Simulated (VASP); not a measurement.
# Zn (R-3m) in VASP: notebook, part 2 of 3

VASP 6.6.1. The steps go on from the part before.

## (3) Single point, LDA

This run uses another cell than the first one, of 13.65 Å³/atom, 1.027 times its volume.

Contents of INCAR:

```
PREC     = Accurate       # precision mode
ENCUT    = 520            # plane-wave cutoff, eV
EDIFF    = 1E-7           # SCF threshold, eV
ISMEAR   = 0              # smearing method
SIGMA    = 0.15           # smearing width, eV
LREAL    = False          # projectors in reciprocal space
LASPH    = True           # aspherical terms in the spheres
NELM     = 100            # most SCF steps
ALGO     = Fast           # electronic algorithm
ISIF     = 2              # what is computed and relaxed
LWAVE    = False          # write WAVECAR
LCHARG   = False          # write CHGCAR
GGA      = CA             # functional
NBANDS   = 12             # bands
```

Contents of KPOINTS:

```
Automatic mesh
0
Gamma
  22 22 22
```

Contents of POSCAR:

```
Zn
1.0
   -1.9061342218      1.5309222263      1.5309222263
    1.5309222263     -1.9061342218      1.5309222263
    1.5309222263      1.5309222263     -1.9061342218
Zn
1
Direct
    0.0000000000      0.0000000000      0.0000000000
```

Potentials or basis: VASP PAW LDA potentials, release 64 (Zn).

Started as:

```bash
$ cat potpaw_LDA.64/Zn/POTCAR > POTCAR
$ mpirun -np 1 vasp_std > vasp.out
```

OUTCAR:

```text
PREC = Accurate
   ENCUT = 520
   EDIFF = 1E-7
   ISMEAR = 0
   LREAL = False
   LASPH = True
   NELM = 100
   ISIF = 2
   GGA = CA

 ion  position               nearest neighbor table
   1  0.000  0.000  0.000-

  LATTYP: Found a trigonal (rhomboedric) cell.
 ALAT       =     2.8845785476
 COS(alpha) =    -0.4197392560

  Lattice vectors:

 A1 = (  -1.9061342218,   1.5309222263,   1.5309222263)
 A2 = (   1.5309222263,  -1.9061342218,   1.5309222263)
 A3 = (   1.5309222263,   1.5309222263,  -1.9061342218)

Analysis of symmetry for initial positions (statically):
=====================================================================
 Subroutine PRICEL returns:
 Original cell was already a primitive cell.

 Routine SETGRP: Setting up the symmetry group for a
 trigonal (rhombohedral) supercell.

 Subroutine GETGRP returns: Found 12 space group operations
 (whereof 12 operations were pure point group operations)
 out of a pool of 12 trial point group operations.

The static configuration has the point symmetry D_3d.

Analysis of symmetry for dynamics (positions and initial velocities):
=====================================================================
 Subroutine PRICEL returns:
 Original cell was already a primitive cell.

 Routine SETGRP: Setting up the symmetry group for a
 trigonal (rhombohedral) supercell.

 Subroutine GETGRP returns: Found 12 space group operations
 (whereof 12 operations were pure point group operations)
 out of a pool of 12 trial point group operations.

The dynamic configuration has the point symmetry D_3d.

 Subroutine INISYM returns: Found 12 space group operations
 (whereof 12 operations are pure point group operations),
 and found     1 'primitive' translations

----------------------------------------------------------------------------------------

                                     Primitive cell

  volume of cell :      13.6528

  direct lattice vectors                    reciprocal lattice vectors
    -1.906134222  1.530922226  1.530922226     0.094458510  0.385405143  0.385405143
     1.530922226 -1.906134222  1.530922226     0.385405143  0.094458510  0.385405143
     1.530922226  1.530922226 -1.906134222     0.385405143  0.385405143  0.094458510

  length of vectors
     2.884578548  2.884578548  2.884578548     0.553169647  0.553169647  0.553169647

  position of ions in fractional coordinates (direct lattice)
     0.000000000  0.000000000  0.000000000

  ion indices of the primitive-cell ions
   primitive index   ion index
                 1           1

----------------------------------------------------------------------------------------

 KPOINTS: Automatic mesh

Automatic generation of k-mesh.
 Grid dimensions read from file:
 generate k-points for:   22   22   22

 Generating k-lattice:

  Cartesian coordinates                     Fractional coordinates (reciprocal lattice)
     0.004293569  0.017518416  0.017518416     0.045454545  0.000000000  0.000000000
     0.017518416  0.004293569  0.017518416     0.000000000  0.045454545  0.000000000
     0.017518416  0.017518416  0.004293569     0.000000000  0.000000000  0.045454545

  Length of vectors
     0.025144075  0.025144075  0.025144075

  Shift w.r.t. Gamma in fractional coordinates (k-lattice)
     0.000000000  0.000000000  0.000000000

 Subroutine IBZKPT returns following result:
 ===========================================

 Found   1024 irreducible k-points:

 Following reciprocal coordinates:
            Coordinates               Weight
  0.000000  0.000000  0.000000      1.000000
  0.045455  0.000000  0.000000      6.000000
  0.090909  0.000000  0.000000      6.000000
  0.136364  0.000000  0.000000      6.000000
  0.181818 -0.000000  0.000000      6.000000
  0.227273 -0.000000 -0.000000      6.000000
[... 16 lines left out ...]
  0.500000  0.045455 -0.000000     12.000000
 -0.454545  0.045455  0.000000     12.000000
 [... further k-points ...]
   k-points           NKPTS =   1024   k-points in BZ     NKDIM =   1024   number of bands    NBANDS=     12
   number of dos      NEDOS =    301   number of ions     NIONS =      1
   total plane-waves  NPLWV =  13824
   dimension x,y,z NGX =    24 NGY =   24 NGZ =   24
   dimension x,y,z NGXF=    48 NGYF=   48 NGZF=   48
   ions per type =               1
   NGX,Y,Z   is equivalent  to a cutoff of  13.83, 13.83, 13.83 a.u.
   NGXF,Y,Z  is equivalent  to a cutoff of  27.66, 27.66, 27.66 a.u.
 SYSTEM =  unknown system
   PREC   = accura    normal or accurate (medium, high low for compatibility)
   ISTART =      0    job   : 0-new  1-cont  2-samecut
   ICHARG =      2    charge: 1-file 2-atom 10-const
   ISPIN  =      1    spin polarized calculation?
   LNONCOLLINEAR =      F non collinear calculations
   LSORBIT =      F    spin-orbit coupling
   LASPH  =      T    aspherical Exc in radial PAW
   ENCUT  =  520.0 eV  38.22 Ry    6.18 a.u.   5.36  5.36  5.36*2*pi/ulx,y,z
   NELM   =    100;   NELMIN=  2; NELMDL= -5     # of ELM steps
   EDIFF  = 0.1E-06   stopping-criterion for ELM
   LREAL  =      F    real-space projection
   EDIFFG = 0.1E-05   stopping-criterion for IOM
   NSW    =      0    number of steps for IOM
   IBRION =     -1    ionic relax: 0-MD 1-quasi-New 2-CG
   NFREE  =      0    steps in history (QN), initial steepest desc. (CG)
   ISIF   =      2    stress and relaxation
   ISYM   =      2    0-nonsym 1-usesym 2-fastsym
   POTIM  = 0.5000    time-step for ionic-motion
   TEBEG  =    0.0;   TEEND  =   0.0 temperature during run
   PSTRESS=    0.0 pullay stress
   NELECT =      12.0000    total number of electrons
   NUPDOWN=      -1.0000    fix difference up-down
   EMIN   =  10.00;   EMAX   =-10.00  energy-range for DOS
   EFERMI =   0.00;   METHOD = LEGACY
   ISMEAR =     0;   SIGMA  =   0.15  broadening in eV -4-tet -1-fermi 0-gaus
   EFERMI_NEDOS =   21; number of points for ismear=-14 and -15
   IALGO  =     68    algorithm
   IMIX   =      4    mixing-type and parameters
     AMIX     =   0.40;   BMIX     =  1.00
     AMIX_MAG =   1.60;   BMIX_MAG =  1.00
  volume/ion in A,a.u.               =      13.65        92.13
  Fermi-wavevector in a.u.,A,eV,Ry     =   1.568175  2.963421 33.459071  2.459172
  Thomas-Fermi vector in A             =   2.670245
   LORBIT       =      0    0 simple, 1 ext, 2 COOP (PROOUT), +10 PAW based schemes
   GGA     = CA    functional components
   LHFCALC =     F    Hartree Fock is set to
   AEXX    =    0.0000 exact exchange contribution
   IVDW    =     0    specifies the selected vdW correction
   LEPSILON=     F    determine dielectric tensor
   LRPA    =     F    only Hartree local field effects (RPA)
 non-spin polarized calculation
 RMM-DIIS sequential band-by-band and
 Gauss-broadening in eV      SIGMA  =   0.15
  energy-cutoff  :      520.00
  volume of cell :       13.65
 maximum number of plane-waves:       381
 NGX is ok and might be reduce to    24
   NGX = 11   NGY = 11   NGZ = 11

 number of electron      11.9999993 magnetization

 Free energy of the ion-electron system (eV)
  ---------------------------------------------------
  ext. energy  EPLUGINS =         0.00000000
  ---------------------------------------------------
  free energy    TOTEN  =        -0.83872840 eV

  energy without entropy =       -0.83503876  energy(sigma->0) =       -0.83688358

 E-fermi :   3.3974     XC(G=0): -12.3572

 val. band max:        3.3778082334   @ k =   0.4545   0.3182   0.0455
 cond. band min:       3.3984043756   @ k =  -0.4091   0.3636   0.0909
 fundamental gap:      0.0205961421
 Fermi energy:         3.3974181255

 k-point     1 :       0.0000    0.0000    0.0000
  band No.  band energies     occupation
      1      -7.9254      2.00000
      2      -6.1712      2.00000
      3      -4.6380      2.00000
      4      -4.6380      2.00000
      5      -3.4374      2.00000
      6      -3.4374      2.00000
      7      16.0366      0.00000
      8      16.0366      0.00000
      9      19.9115      0.00000
     10      21.0183      0.00000
     11      21.0183      0.00000
     12      23.8544      0.00000
[... 331 lines left out ...]
 k-point    24 :      -0.4545    0.0455    0.0000
  band No.  band energies     occupation
      1      -5.7579      2.00000
      2      -5.3663      2.00000
      3      -4.2262      2.00000
      4      -4.0441      2.00000
      5      -3.4759      2.00000
      6       1.1426      2.00000
      7       9.8380      0.00000
      8      14.0412      0.00000
      9      15.8603      0.00000
     10      21.8874      0.00000
     11      22.8676      0.00000
     12      26.5467      0.00000

 [... further k-points ...]
[... 5 lines left out ...]
  --------------------------------------------------------------------------------------
  -------------------------------------------------------------------------------------
  Total        3.2954206      3.2954206      3.2954206      3.6299325      3.6299325      3.6299325
  in kB      386.7222354    386.7222354    386.7222354    425.9776797    425.9776797    425.9776797
  external PRESSURE =     386.7222354 kB  Pullay stress =       0.0000000 kB

 VOLUME and BASIS-vectors are now :
 -----------------------------------------------------------------------------
  energy-cutoff  :      520.00
  volume of cell :       13.65
      direct lattice vectors                 reciprocal lattice vectors
    -1.906134222  1.530922226  1.530922226     0.094458510  0.385405143  0.385405143
     1.530922226 -1.906134222  1.530922226     0.385405143  0.094458510  0.385405143
     1.530922226  1.530922226 -1.906134222     0.385405143  0.385405143  0.094458510

 POSITION                                       TOTAL-FORCE (eV/Angst)
 -----------------------------------------------------------------------------------
      0.00000      0.00000      0.00000         0.000000     -0.000000      0.000000
 -----------------------------------------------------------------------------------
    total drift:                                0.000000      0.000000      0.000000

  FREE ENERGIE OF THE ION-ELECTRON SYSTEM (eV)
  ---------------------------------------------------
  free  energy   TOTEN  =        -0.8387284031 eV

  energy  without entropy=       -0.8350387594  energy(sigma->0) =       -0.83688358
```

It took 2.1 min on 1 thread of Intel Xeon Platinum 8488C (Sapphire Rapids), shared host; peak memory 0.27 GiB.

Results:

| Quantity | Value |
| --- | --- |
| Free energy | -0.8387 eV |
| Pressure | 38.7 GPa |
| Band gap on the k mesh | zero (band 6 reaches 7.17 eV, above the bottom of band 7 at 0.29 eV) |

Stress tensor (GPa, compression positive):
```
38.67 42.60 42.60
42.60 38.67 42.60
42.60 42.60 38.67
```

[end of part 2 of 3]
